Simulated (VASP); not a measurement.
Input of a VASP 6.6.1 run:

File POSCAR:

```
ZnS
1.0
    3.8110000000      0.0000000000      0.0000000000
   -1.9055000000      3.3004228138      0.0000000000
    0.0000000000      0.0000000000      6.2340000000
Zn S
2 2
Direct
    0.3333333333      0.6666666667      0.0000000000
    0.6666666667      0.3333333333      0.5000000000
    0.3333333333      0.6666666667      0.3850000000
    0.6666666667      0.3333333333      0.8850000000
```

INCAR.step1

```
PREC     = Accurate       # precision mode
ENCUT    = 600            # plane-wave cutoff, eV
ISMEAR   = 0              # smearing method
SIGMA    = 0.01           # smearing width, eV
LREAL    = F              # projectors in reciprocal space
LASPH    = T              # aspherical terms in the spheres
NELM     = 100            # most SCF steps
GGA      = PE             # functional
ALGO     = Normal         # electronic algorithm
EDIFF    = 1E-4           # SCF threshold, eV
LWAVE    = T              # write WAVECAR
LCHARG   = F              # write CHGCAR
```

Contents of INCAR.step2:

```
PREC     = Accurate       # precision mode
ENCUT    = 600            # plane-wave cutoff, eV
EDIFF    = 1E-6           # SCF threshold, eV
ISMEAR   = 0              # smearing method
SIGMA    = 0.01           # smearing width, eV
LREAL    = F              # projectors in reciprocal space
LASPH    = T              # aspherical terms in the spheres
NELM     = 100            # most SCF steps
ALGO     = Normal         # electronic algorithm
ISIF     = 3              # what is computed and relaxed
LWAVE    = F              # write WAVECAR
LCHARG   = F              # write CHGCAR
METAGGA  = R2SCAN         # meta-GGA
LMIXTAU  = T            
IBRION   = 2              # ionic algorithm
NSW      = 60             # ionic steps
EDIFFG   = -0.03          # ionic threshold
ISTART   = 1
```

Contents of KPOINTS:

```
Automatic mesh
0
Gamma
  6 6 4
```

Potentials or basis: VASP PAW PBE potentials, release 64 (Zn, S).

Run with:

```console
$ cat potpaw_PBE.64/Zn/POTCAR potpaw_PBE.64/S/POTCAR > POTCAR
$ cp INCAR.step1 INCAR
$ mpirun -np 1 vasp_std > vasp.out
$ cp INCAR.step2 INCAR
$ mpirun -np 1 vasp_std > vasp.out
```

Predict the space group after relaxing (to 0.05 Å).

P6_3mc (No. 186).

What does it give for the band gap on the k mesh?

2.79 eV, direct.

Predict the relaxed cell.

a = 3.807 Å, b = 3.807 Å, c = 6.240 Å, α = 90.00°, β = 90.00°, γ = 120.00°.

Forces on the atoms (eV/Å):
```
Zn   0.000  0.000 -0.003
Zn   0.000  0.000 -0.003
S    0.000  0.000  0.003
S    0.000  0.000  0.003
```

Caveat: the PAW data sets were made with another functional, which shifts forces and pressure a little. r2SCAN opens gaps a little over a GGA but as a rule still falls short of measured ones.
